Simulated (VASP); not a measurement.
Ta: single point with PBEsol

Crystal: Ta.

```
Ta
1.0
     2.90037    0.00000    0.00000
    -1.45019    2.51180    0.00000
     0.00000    0.00000    5.16627
Ta
2
Direct
  0.33333 0.66667 0.25000
  0.66667 0.33333 0.75000
```

This isn't the form of Ta at room conditions, which is bcc.

```yaml
Program: VASP 6.6.1
Task: single point
Functional: PBEsol
Potentials_or_basis: VASP PAW PBE potentials, release 64 (Ta_sv_GW)
Cutoff: 500 eV
k_mesh: 11 × 11 × 5
Occupations: fermi-dirac, width 0.05 eV
Spin: non-collinear spin, zero start, spin-orbit coupling
Starting_moments: "[[0.0, 0.0, 0.0], [0.0, 0.0, 0.0]] μB"
Dipole_correction: no
Further_INCAR_settings: ALGO = Normal; EDIFF = 1e-06; NBANDS = 38
```

| Quantity | Value |
| --- | --- |
| Pressure | -8.7 GPa |
| Net moment | 0.00 μB per cell |
| Valence electrons inside the program's atomic spheres | Ta 12.10 |

Stress tensor (GPa, compression positive):
```
-9.13  0.00  0.00
 0.00 -9.13  0.00
 0.00  0.00 -7.86
```

Moments on the atoms (μB; x, y, z):
```
Ta  0.00 0.00 0.00
Ta  0.00 0.00 0.00
```

It took 2.7 min on 1 thread of Intel(R) Xeon(R) Platinum 8259CL CPU @ 2.50GHz (Skylake/Cascade Lake), with other jobs on the host, peak memory 0.3 GiB.

Caveat: the cell stands under tension; the PAW data sets were made with another functional, which shifts forces and pressure a little.
